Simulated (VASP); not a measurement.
# GaP (P4/mmm) in VASP: further runs

The runs below take GaP through single point, with PBE.

Everything below comes from runs of VASP 6.6.1. Logs are shortened: lines on timing, memory, paths and dates and some standing lists are left out, and cuts for length are marked.

### Step 1. The cell of the first run

The structure is tetragonal, space group P4/mmm (No. 123). Conventional cell: a = 3.386 Å, b = 3.386 Å, c = 2.745 Å, α = 90.00°, β = 90.00°, γ = 90.00°. Ga (site symmetry 4/mmm) has 6 Ga at 2.75 to 3.39 Å and 8 P at 2.76 Å within 3.6 Å. Within 3.6 Å of P (site symmetry 4/mmm) lie 6 P at 2.75 to 3.39 Å and 8 Ga at 2.76 Å.

### Step 2. Single point, PBE

The input, INCAR:

```
ALGO = Normal
EDIFF = 1E-6
ENCUT = 520
GGA = PE
ISIF = 2
ISMEAR = -1
LASPH = True
LCHARG = True
LELF = True
LREAL = False
LVHAR = True
LWAVE = False
NBANDS = 16
NELM = 100
PREC = Accurate
SIGMA = 0.05
```

The input, KPOINTS:

```
k-points
0
Gamma
  8 8 9
```

The input, POSCAR:

```
GaP
1.0
    3.3860961186      0.0000000000      0.0000000000
    0.0000000000      3.3860961186      0.0000000000
    0.0000000000      0.0000000000      2.7453488448
Ga P
1 1
Direct
    0.0000000000      0.0000000000      0.0000000000
    0.5000000000      0.5000000000      0.5000000000
```

Potentials or basis: VASP PAW PBE potentials, release 64 (Ga_d, P).

Launch:

```
> cat potpaw_PBE.64/Ga_d/POTCAR potpaw_PBE.64/P/POTCAR > POTCAR
> mpirun -np 1 vasp_std > vasp.out
```

OUTCAR:

```text
EDIFF = 1E-6
   ENCUT = 520
   GGA = PE
   ISIF = 2
   ISMEAR = -1
   LASPH = True
   LREAL = False
   NELM = 100
   PREC = Accurate

 ion  position               nearest neighbor table
   1  0.000  0.000  0.000-   2 2.76   2 2.76   2 2.76   2 2.76   2 2.76   2 2.76   2 2.76   2 2.76

   2  0.500  0.500  0.500-   1 2.76   1 2.76   1 2.76   1 2.76   1 2.76   1 2.76   1 2.76   1 2.76

  LATTYP: Found a simple tetragonal cell.
 ALAT       =     3.3860961186
 C/A-ratio  =     0.8107710911

  Lattice vectors:

 A1 = (   3.3860961186,   0.0000000000,   0.0000000000)
 A2 = (   0.0000000000,   3.3860961186,   0.0000000000)
 A3 = (   0.0000000000,   0.0000000000,   2.7453488448)

Analysis of symmetry for initial positions (statically):
=====================================================================
 Subroutine PRICEL returns:
 Original cell was already a primitive cell.

 Routine SETGRP: Setting up the symmetry group for a
 simple tetragonal supercell.

 Subroutine GETGRP returns: Found 16 space group operations
 (whereof 16 operations were pure point group operations)
 out of a pool of 16 trial point group operations.

The static configuration has the point symmetry D_4h.

Analysis of symmetry for dynamics (positions and initial velocities):
=====================================================================
 Subroutine PRICEL returns:
 Original cell was already a primitive cell.

 Routine SETGRP: Setting up the symmetry group for a
 simple tetragonal supercell.

 Subroutine GETGRP returns: Found 16 space group operations
 (whereof 16 operations were pure point group operations)
 out of a pool of 16 trial point group operations.

The dynamic configuration has the point symmetry D_4h.

 Subroutine INISYM returns: Found 16 space group operations
 (whereof 16 operations are pure point group operations),
 and found     1 'primitive' translations

----------------------------------------------------------------------------------------

                                     Primitive cell

  volume of cell :      31.4772

  direct lattice vectors                    reciprocal lattice vectors
     3.386096119  0.000000000  0.000000000     0.295325344  0.000000000  0.000000000
     0.000000000  3.386096119  0.000000000     0.000000000  0.295325344  0.000000000
     0.000000000  0.000000000  2.745348845     0.000000000  0.000000000  0.364252434

  length of vectors
     3.386096119  3.386096119  2.745348845     0.295325344  0.295325344  0.364252434

  position of ions in fractional coordinates (direct lattice)
     0.000000000  0.000000000  0.000000000
     0.500000000  0.500000000  0.500000000

  ion indices of the primitive-cell ions
   primitive index   ion index
                 1           1
                 2           2

----------------------------------------------------------------------------------------

 KPOINTS: k-points

Automatic generation of k-mesh.
 Grid dimensions read from file:
 generate k-points for:    8    8    9

 Generating k-lattice:

  Cartesian coordinates                     Fractional coordinates (reciprocal lattice)
     0.036915668  0.000000000  0.000000000     0.125000000  0.000000000  0.000000000
     0.000000000  0.036915668  0.000000000     0.000000000  0.125000000  0.000000000
     0.000000000  0.000000000  0.040472493     0.000000000  0.000000000  0.111111111

  Length of vectors
     0.036915668  0.036915668  0.040472493

  Shift w.r.t. Gamma in fractional coordinates (k-lattice)
     0.000000000  0.000000000  0.000000000

 Subroutine IBZKPT returns following result:
 ===========================================

 Found     75 irreducible k-points:

 Following reciprocal coordinates:
            Coordinates               Weight
  0.000000  0.000000  0.000000      1.000000
  0.125000  0.000000  0.000000      4.000000
  0.250000  0.000000  0.000000      4.000000
  0.375000  0.000000  0.000000      4.000000
  0.500000  0.000000  0.000000      2.000000
  0.125000  0.125000  0.000000      4.000000
[... 16 lines left out ...]
  0.375000  0.125000  0.111111     16.000000
  0.500000  0.125000  0.111111      8.000000
 [... further k-points ...]
   k-points           NKPTS =     75   k-points in BZ     NKDIM =     75   number of bands    NBANDS=     16
   number of dos      NEDOS =    301   number of ions     NIONS =      2
   total plane-waves  NPLWV =  15680
   dimension x,y,z NGX =    28 NGY =   28 NGZ =   20
   dimension x,y,z NGXF=    56 NGYF=   56 NGZF=   40
   ions per type =               1   1
   NGX,Y,Z   is equivalent  to a cutoff of  13.75, 13.75, 12.11 a.u.
   NGXF,Y,Z  is equivalent  to a cutoff of  27.49, 27.49, 24.22 a.u.
 SYSTEM =  unknown system
   PREC   = accura    normal or accurate (medium, high low for compatibility)
   ISTART =      0    job   : 0-new  1-cont  2-samecut
   ICHARG =      2    charge: 1-file 2-atom 10-const
   ISPIN  =      1    spin polarized calculation?
   LNONCOLLINEAR =      F non collinear calculations
   LSORBIT =      F    spin-orbit coupling
   LASPH  =      T    aspherical Exc in radial PAW
   ENCUT  =  520.0 eV  38.22 Ry    6.18 a.u.   6.30  6.30  5.10*2*pi/ulx,y,z
   NELM   =    100;   NELMIN=  2; NELMDL= -5     # of ELM steps
   EDIFF  = 0.1E-05   stopping-criterion for ELM
   LREAL  =      F    real-space projection
   EDIFFG = 0.1E-04   stopping-criterion for IOM
   NSW    =      0    number of steps for IOM
   IBRION =     -1    ionic relax: 0-MD 1-quasi-New 2-CG
   NFREE  =      0    steps in history (QN), initial steepest desc. (CG)
   ISIF   =      2    stress and relaxation
   ISYM   =      2    0-nonsym 1-usesym 2-fastsym
   POTIM  = 0.5000    time-step for ionic-motion
   TEBEG  =    0.0;   TEEND  =   0.0 temperature during run
   PSTRESS=    0.0 pullay stress
   NELECT =      18.0000    total number of electrons
   NUPDOWN=      -1.0000    fix difference up-down
   EMIN   =  10.00;   EMAX   =-10.00  energy-range for DOS
   EFERMI =   0.00;   METHOD = LEGACY
   ISMEAR =    -1;   SIGMA  =   0.05  broadening in eV -4-tet -1-fermi 0-gaus
   EFERMI_NEDOS =   21; number of points for ismear=-14 and -15
   IALGO  =     38    algorithm
   IMIX   =      4    mixing-type and parameters
     AMIX     =   0.40;   BMIX     =  1.00
     AMIX_MAG =   1.60;   BMIX_MAG =  1.00
  volume/ion in A,a.u.               =      15.74       106.21
  Fermi-wavevector in a.u.,A,eV,Ry     =   1.358836  2.567827 25.122268  1.846435
  Thomas-Fermi vector in A             =   2.485635
   LORBIT       =      0    0 simple, 1 ext, 2 COOP (PROOUT), +10 PAW based schemes
   GGA     = PE    functional components
   LHFCALC =     F    Hartree Fock is set to
   AEXX    =    0.0000 exact exchange contribution
   IVDW    =     0    specifies the selected vdW correction
   LEPSILON=     F    determine dielectric tensor
   LRPA    =     F    only Hartree local field effects (RPA)
 non-spin polarized calculation
  energy-cutoff  :      520.00
  volume of cell :       31.48
 maximum number of plane-waves:       860
 NGX is ok and might be reduce to    28
   NGX = 13   NGY = 13   NGZ = 11

 number of electron      18.0000004 magnetization

 Free energy of the ion-electron system (eV)
  ---------------------------------------------------
  ext. energy  EPLUGINS =         0.00000000
  ---------------------------------------------------
  free energy    TOTEN  =        -7.65626868 eV

  energy without entropy =       -7.65166073  energy(sigma->0) =       -7.65396470

 E-fermi :   7.8965     XC(G=0): -11.5113

 val. band max:        7.8416920994   @ k =   0.5000   0.5000   0.4444
 cond. band min:       7.9511993348   @ k =   0.3750   0.0000   0.3333
 fundamental gap:      0.1095072354
 Fermi energy:         7.8965080534

 k-point     1 :       0.0000    0.0000    0.0000
  band No.  band energies     occupation
      1      -7.2666      2.00000
      2      -7.0795      2.00000
      3      -6.9891      2.00000
      4      -6.9134      2.00000
      5      -6.9134      2.00000
      6      -6.3636      2.00000
[... 8 lines left out ...]
     15      19.3828      0.00000
     16      21.2607      0.00000

 k-point     2 :       0.1250    0.0000    0.0000
  band No.  band energies     occupation
      1      -7.2635      2.00000
      2      -7.0702      2.00000
      3      -6.9971      2.00000
      4      -6.9171      2.00000
      5      -6.9130      2.00000
      6      -6.1832      2.00000
[... 8 lines left out ...]
     15      20.3374      0.00000
     16      21.4249      0.00000

 k-point     3 :       0.2500    0.0000    0.0000
  band No.  band energies     occupation
      1      -7.2570      2.00000
      2      -7.0486      2.00000
      3      -7.0164      2.00000
      4      -6.9261      2.00000
      5      -6.9119      2.00000
      6      -5.6558      2.00000
[... 8 lines left out ...]
     15      18.7678      0.00000
     16      22.3215      0.00000

 k-point     4 :       0.3750    0.0000    0.0000
  band No.  band energies     occupation
      1      -7.2514      2.00000
      2      -7.0354      2.00000
      3      -7.0277      2.00000
      4      -6.9350      2.00000
      5      -6.9108      2.00000
      6      -4.8738      2.00000
[... 8 lines left out ...]
     15      18.5700      0.00000
     16      21.1288      0.00000
[... 324 lines left out ...]
 k-point    22 :       0.2500    0.1250    0.1111
  band No.  band energies     occupation
      1      -7.2075      2.00000
      2      -7.0398      2.00000
      3      -7.0323      2.00000
      4      -6.9588      2.00000
      5      -6.9389      2.00000
      6      -5.2159      2.00000
[... 8 lines left out ...]
     15      18.2414      0.00000
     16      20.8680      0.00000

 k-point    23 :       0.3750    0.1250    0.1111
  band No.  band energies     occupation
      1      -7.2009      2.00000
      2      -7.0657      2.00000
      3      -7.0095      2.00000
      4      -6.9717      2.00000
      5      -6.9368      2.00000
      6      -4.4277      2.00000
[... 8 lines left out ...]
     15      19.2403      0.00000
     16      21.2202      0.00000

 k-point    24 :       0.5000    0.1250    0.1111
  band No.  band energies     occupation
      1      -7.1983      2.00000
      2      -7.0755      2.00000
      3      -7.0000      2.00000
      4      -6.9771      2.00000
      5      -6.9359      2.00000
      6      -3.8910      2.00000
[... 8 lines left out ...]
     15      21.3697      0.00000
     16      22.0975      0.00000

 [... further k-points ...]
[... 5 lines left out ...]
  --------------------------------------------------------------------------------------
  -------------------------------------------------------------------------------------
  Total        1.0025415      1.0025415      1.0279629      0.0000000      0.0000000      0.0000000
  in kB       51.0289759     51.0289759     52.3229154      0.0000000      0.0000000      0.0000000
  external PRESSURE =      51.4602891 kB  Pullay stress =       0.0000000 kB

 VOLUME and BASIS-vectors are now :
 -----------------------------------------------------------------------------
  energy-cutoff  :      520.00
  volume of cell :       31.48
      direct lattice vectors                 reciprocal lattice vectors
     3.386096119  0.000000000  0.000000000     0.295325344  0.000000000  0.000000000
     0.000000000  3.386096119  0.000000000     0.000000000  0.295325344  0.000000000
     0.000000000  0.000000000  2.745348845     0.000000000  0.000000000  0.364252434

 POSITION                                       TOTAL-FORCE (eV/Angst)
 -----------------------------------------------------------------------------------
      0.00000      0.00000      0.00000         0.000000      0.000000      0.000000
      1.69305      1.69305      1.37267         0.000000      0.000000      0.000000
 -----------------------------------------------------------------------------------
    total drift:                               -0.000000     -0.000000      0.000000

  FREE ENERGIE OF THE ION-ELECTRON SYSTEM (eV)
  ---------------------------------------------------
  free  energy   TOTEN  =        -7.6562686772 eV

  energy  without entropy=       -7.6516607306  energy(sigma->0) =       -7.65396470
```

It took 27 s on 1 thread of Intel Xeon Platinum 8488C (Sapphire Rapids), shared host; peak memory 0.16 GiB.

What came out:

```
Free energy            : -7.6563 eV
Pressure               : 5.1 GPa
Band gap on the k mesh : zero (band 9 reaches 10.53 eV, above the bottom of band 10 at 5.51 eV)
```

### Step 3. Single point, PBE

This run uses another cell than the first one, of 16.07 Å³/atom, 1.021 times its volume.

The input, INCAR:

```
SYSTEM = GaP
PREC     = Accurate       ! precision mode
ENCUT    = 520            ! plane-wave cutoff, eV
EDIFF    = 1E-7           ! SCF threshold, eV
ISMEAR   = -1             ! smearing method
SIGMA    = 0.05           ! smearing width, eV
LREAL    = .False.        ! projectors in reciprocal space
LASPH    = .True.         ! aspherical terms in the spheres
NELM     = 100            ! most SCF steps
ALGO     = Normal         ! electronic algorithm
ISIF     = 2              ! what is computed and relaxed
LWAVE    = .False.        ! write WAVECAR
LCHARG   = .True.         ! write CHGCAR
GGA      = PE             ! functional
LELF     = .True.         ! ELF
LVHAR    = .True.       
NBANDS   = 16             ! bands
```

The input, KPOINTS:

```
Automatic mesh
0
Gamma
  8 8 9
  0 0 0
```

The input, POSCAR:

```
GaP
1.0
    3.4099426515      0.0000000000      0.0000000000
    0.0000000000      3.4099426515      0.0000000000
    0.0000000000      0.0000000000      2.7646829244
Ga P
1 1
Direct
    0.0000000000      0.0000000000      0.0000000000
    0.5000000000      0.5000000000      0.5000000000
```

Potentials or basis: VASP PAW PBE potentials, release 64 (Ga_d, P).

Launch:

```
> cat potpaw_PBE.64/Ga_d/POTCAR potpaw_PBE.64/P/POTCAR > POTCAR
> mpirun -np 1 vasp_std > vasp.out
```

Wall time 23 s (1 thread of Intel Xeon Platinum 8488C (Sapphire Rapids), shared host); peak memory 0.17 GiB.

Results (log left out):

```
Free energy            : -7.6737 eV
Pressure               : 3.2 GPa
Band gap on the k mesh : zero (band 9 reaches 10.24 eV, above the bottom of band 10 at 5.28 eV)
```

Levels at points of the mesh, in eV from the Fermi level:
| k point | band 6 | band 7 | band 8 | band 9 | band 10 | band 11 | band 12 | band 13 |
| --- | --- | --- | --- | --- | --- | --- | --- | --- |
| (0.00, 0.00, 0.00) | -14.06 | -2.43 | -2.30 | -2.30 | 2.81 | 3.36 | 7.13 | 9.42 |
| (0.50, 0.00, 0.00) | -12.10 | -9.38 | -0.36 | 2.61 | 2.82 | 3.18 | 4.02 | 8.51 |
| (0.50, 0.50, 0.00) | -10.33 | -6.28 | -6.28 | -6.19 | 4.51 | 10.07 | 10.07 | 10.20 |

### Step 4. Single point, PBE

This run uses another cell than the first one, of 16.41 Å³/atom, 1.043 times its volume.

The input, INCAR:

```
PREC = Accurate ; ENCUT = 520
EDIFF = 1E-6 ; ISMEAR = -1
SIGMA = 0.05 ; LREAL = F
LASPH = T ; NELM = 80
ALGO = Normal ; ISIF = 2
LWAVE = F ; LCHARG = F
GGA = PE ; NBANDS = 16
```

The input, KPOINTS:

```
regular mesh
0
Gamma
  8 8 9
```

The input, POSCAR:

```
GaP
1.0
    3.4334602406      0.0000000000      0.0000000000
    0.0000000000      3.4334602406      0.0000000000
    0.0000000000      0.0000000000      2.7837503057
Ga P
1 1
Direct
    0.0000000000      0.0000000000      0.0000000000
    0.5000000000      0.5000000000      0.5000000000
```

Launch:

```
> cat potpaw_PBE.64/Ga_d/POTCAR potpaw_PBE.64/P/POTCAR > POTCAR
> mpirun -np 1 vasp_std > vasp.out
```

Wall time 28 s (1 thread of Intel Xeon Platinum 8488C (Sapphire Rapids), shared host); peak memory 0.17 GiB.

The run converged. Its results:

```yaml
Free_energy: -7.6834 eV
Pressure: 1.4 GPa
Band_gap_on_the_k_mesh: zero (band 9 reaches 9.97 eV, above the bottom of band 10 at 5.05 eV)
```

Levels at points of the mesh, in eV from the Fermi level:
```tsv
k point	band 5	band 6	band 7	band 8	band 9	band 10	band 11	band 12	band 13	band 14
(0.00, 0.00, 0.00)	-14.76	-13.88	-2.51	-2.24	-2.24	2.76	3.42	7.11	9.25	9.25
(0.50, 0.00, 0.00)	-14.76	-11.96	-9.23	-0.35	2.59	2.84	3.08	3.92	8.46	8.85
(0.50, 0.50, 0.00)	-14.77	-10.27	-6.13	-6.13	-6.12	4.40	9.87	9.87	10.14	11.59
```

### Step 5. Single point, PBE

This run uses another cell than the first one, of 16.74 Å³/atom, 1.064 times its volume.

The input, INCAR:

```
SYSTEM = GaP
  PREC = Accurate
  ENCUT = 520
  EDIFF = 1E-6
  ISMEAR = -1
  SIGMA = 0.05
  LREAL = .False.
  LASPH = .True.
  NELM = 100
  ALGO = Normal
  ISIF = 2
  LWAVE = .False.
  LCHARG = .False.
  GGA = PE
  NBANDS = 16
```

The input, KPOINTS:

```
regular mesh
0
Gamma
  8 8 9
  0 0 0
```

The input, POSCAR:

```
GaP
1.0
    3.4566600000      0.0000000000      0.0000000000
    0.0000000000      3.4566600000      0.0000000000
    0.0000000000      0.0000000000      2.8025600000
Ga P
1 1
Direct
    0.0000000000      0.0000000000      0.0000000000
    0.5000000000      0.5000000000      0.5000000000
```

Launch:

```
> cat potpaw_PBE.64/Ga_d/POTCAR potpaw_PBE.64/P/POTCAR > POTCAR
> mpirun -np 1 vasp_std > vasp.out
```

Run time: 23 s. Hardware: 1 thread of Intel Xeon Platinum 8488C (Sapphire Rapids), shared host; peak memory 0.17 GiB.

It converged, with:

```
Free energy            : -7.6861 eV
Pressure               : -0.2 GPa
Band gap on the k mesh : zero (band 9 reaches 9.70 eV, above the bottom of band 10 at 4.83 eV)
```

Stress tensor (GPa, compression positive):
```
-0.14  0.00  0.00
 0.00 -0.14  0.00
 0.00  0.00 -0.28
```

Levels at points of the mesh, in eV from the Fermi level:
| k point | band 5 | band 6 | band 7 | band 8 | band 9 | band 10 | band 11 | band 12 | band 13 | band 14 |
| --- | --- | --- | --- | --- | --- | --- | --- | --- | --- | --- |
| (0.00, 0.00, 0.00) | -14.74 | -13.69 | -2.59 | -2.18 | -2.18 | 2.71 | 3.49 | 7.09 | 9.09 | 9.09 |
| (0.50, 0.00, 0.00) | -14.74 | -11.83 | -9.08 | -0.34 | 2.56 | 2.86 | 2.98 | 3.83 | 8.42 | 8.76 |
| (0.50, 0.50, 0.00) | -14.75 | -10.22 | -6.05 | -5.98 | -5.98 | 4.29 | 9.67 | 9.67 | 10.08 | 11.41 |

### Step 6. Summary

```tsv
cell	gap on the mesh (eV)	pressure (GPa)
a = 3.386, b = 3.386, c = 2.745 Å, 2 atoms	none	5.1
a = 3.410, b = 3.410, c = 2.765 Å, 2 atoms	none	3.2
a = 3.433, b = 3.433, c = 2.784 Å, 2 atoms	none	1.4
a = 3.457, b = 3.457, c = 2.803 Å, 2 atoms	none	-0.2
```

Alike in all rows: task single point; level PBE; potentials or basis VASP PAW PBE potentials, release 64 (Ga_d, P); no spin polarisation; k mesh 8 × 8 × 9; cutoff (eV) 520; smearing fermi-dirac 0.05 eV.

Total energies depend on the potentials used, so only differences within one code and one set of settings carry meaning.
